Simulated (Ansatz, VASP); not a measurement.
One calculation of BaTiO3, two programs

INCAR

```
PREC = Accurate
ENCUT = 520
EDIFF = 1E-6
ISMEAR = 0
SIGMA = 0.05
LREAL = False
LASPH = True
NELM = 150
ALGO = Normal
ISIF = 2
LWAVE = False
LCHARG = True
LMAXMIX = 4
LDAU = True
LDAUTYPE = 2
LDAUL = -1 2 -1
LDAUU = 0 4 0
LDAUJ = 0 0 0
LDAUPRINT = 1
GGA = PE
LELF = True
LVHAR = True
NBANDS = 51
```

Contents of KPOINTS:

```
Automatic mesh
0
Gamma
  6 4 4
```

POSCAR

```
BaTiO3
1.0
    0.0000000000     -2.8732814832     -2.8859184405
   -4.0082194129      2.8732814832     -2.8859184405
    4.0082194129      2.8732814832     -2.8859184405
Ba Ti O
2 2 6
Direct
    0.9919228102      0.9959614051      0.9959614051
    0.9919228102      0.4959614051      0.4959614051
    0.4802907077      0.9901453538      0.4901453538
    0.4802907077      0.4901453538      0.9901453538
    0.5083731737      0.2541865869      0.2541865869
    0.5083731737      0.7541865869      0.7541865869
    0.5061924564      0.7585004260      0.2585004260
    0.5061924564      0.2585004260      0.7585004260
    0.0170008519      0.0030962282      0.5030962282
    0.0170008519      0.5030962282      0.0030962282
```

Input for Ansatz:

```yaml
crystal:
  lattice:
    - [0.0, -2.8732815214, -2.8859185184]
    - [-4.0082193262, 2.8732815214, -2.8859185184]
    - [4.0082193262, 2.8732815214, -2.8859185184]
  atoms:
    - { symbol: Ba, position: [0.9919227998, 0.9959613999, 0.9959613999] }
    - { symbol: Ba, position: [0.9919227998, 0.4959613999, 0.4959613999] }
    - { symbol: Ti, position: [0.4802907002, 0.9901453501, 0.4901453501] }
    - { symbol: Ti, position: [0.4802907002, 0.4901453501, 0.9901453501] }
    - { symbol: O, position: [0.5083731845, 0.2541865922, 0.2541865922] }
    - { symbol: O, position: [0.5083731845, 0.7541865922, 0.7541865922] }
    - { symbol: O, position: [0.5061924539, 0.7585004308, 0.2585004308] }
    - { symbol: O, position: [0.5061924539, 0.2585004308, 0.7585004308] }
    - { symbol: O, position: [0.0170008616, 0.0030962269, 0.5030962269] }
    - { symbol: O, position: [0.0170008616, 0.5030962269, 0.0030962269] }
basis:
  ecutwfc: 420
kpoints:
  mp_grid: { grid: [6, 4, 4] }
hamiltonian:
  xc: pbe
  hubbard: { sites: [{ species: Ti, l: d, u_eff: 4.0 }] }
scf:
  occupations: { method: gaussian, width: 0.05 }
output:
  forces: true
  stress: true
  eigenvalues: true
```

Alike in both runs: task single point; functional PBE; k mesh 6 × 4 × 4; occupations gaussian, width 0.05 eV; no spin polarisation; Hubbard terms Ti d U = 4.0 eV.

|  | VASP | Ansatz |
| --- | --- | --- |
| version | VASP 6.6.1 | Ansatz 0.2.0 |
| potentials or method | VASP PAW PBE potentials, release 64 (Ba_sv, Ti_sv, O), cutoff 520 eV | scalar-relativistic, plane waves, PAW |
| valence electrons in the cell | 80 | 80 |

Ansatz gave:

- gap on the k mesh at the Fermi level (eV): 2.52
- least direct gap on the mesh (eV): 2.57
- pressure (GPa): 0.0
- traceless stress, the component that is largest in VASP (GPa): -0.01
- rms of the force components (eV/Å): 0.002

Problem. Which values does VASP return?

Solution. gap on the k mesh at the Fermi level (eV): 2.49; least direct gap on the mesh (eV): 2.58; pressure (GPa): 3.5; traceless stress, the component that is largest in VASP (GPa): 0.29; rms of the force components (eV/Å): 0.220.

The programs project onto different local orbitals, so the same U acts differently, and such runs can settle in different states. Atom by atom the forces differ by 0.221 eV/Å (rms over components).

Spin-orbit coupling is off throughout.
